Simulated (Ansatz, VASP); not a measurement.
One calculation of BaS, two programs

Contents of INCAR:

```
PREC     = Accurate       # precision mode
ENCUT    = 520            # plane-wave cutoff, eV
EDIFF    = 1E-7           # SCF threshold, eV
ISMEAR   = -1             # smearing method
SIGMA    = 0.02           # smearing width, eV
LREAL    = F              # projectors in reciprocal space
LASPH    = T              # aspherical terms in the spheres
NELM     = 100            # most SCF steps
ALGO     = Normal         # electronic algorithm
ISIF     = 2              # what is computed and relaxed
LWAVE    = F              # write WAVECAR
LCHARG   = F              # write CHGCAR
GGA      = PE             # functional
NBANDS   = 15             # bands
```

Contents of KPOINTS:

```
regular mesh
0
Gamma
  8 8 8
```

POSCAR

```
BaS
1.0
    0.0000000000      3.2143926808      3.2143926808
    3.2143926808      0.0000000000      3.2143926808
    3.2143926808      3.2143926808      0.0000000000
Ba S
1 1
Direct
    0.0000000000      0.0000000000      0.0000000000
    0.5000000000      0.5000000000      0.5000000000
```

Input for Ansatz:

```yaml
crystal:
  lattice:
    - [0.0, 3.2143926808, 3.2143926808]
    - [3.2143926808, 0.0, 3.2143926808]
    - [3.2143926808, 3.2143926808, 0.0]
  atoms:
    - { symbol: Ba, position: [0.0, 0.0, 0.0] }
    - { symbol: S, position: [0.5, 0.5, 0.5] }
kpoints:
  mp_grid: { grid: [8, 8, 8] }
  band_path:
    path:
      - [0.0, 0.0, 0.0]
      - [0.5, 0.0, 0.5]
      - [0.625, 0.25, 0.625]
      - [0.375, 0.375, 0.75]
      - [0.0, 0.0, 0.0]
      - [0.5, 0.5, 0.5]
      - [0.5, 0.25, 0.75]
      - [0.5, 0.0, 0.5]
    npoints: 8
scf:
  occupations: { method: fermi_dirac, width: 0.02 }
hamiltonian:
  xc: pbe
  pseudopotentials:
    kind: all_electron
    lapw: { basis_error: 0.0005 }
    relativity: none
output:
  forces: true
  stress: true
  eigenvalues: true
  populations: true
```

Alike in both runs: task single point; functional PBE; k mesh 8 × 8 × 8; occupations fermi-dirac, width 0.02 eV; no spin polarisation.

|  | VASP | Ansatz |
| --- | --- | --- |
| version | VASP 6.6.1 | Ansatz 0.2.0 |
| potentials or method | VASP PAW PBE potentials, release 64 (Ba_sv, S), cutoff 520 eV | all-electron LAPW, non-relativistic |

```csv
,VASP,Ansatz,Ansatz less VASP
gap on the k mesh at the Fermi level (eV),2.14,2.09,-0.053
pressure (GPa),0.5,0.3,-0.29
```

Ansatz ran all-electron here, and VASP with PAW potentials.

Spin-orbit coupling is off throughout.
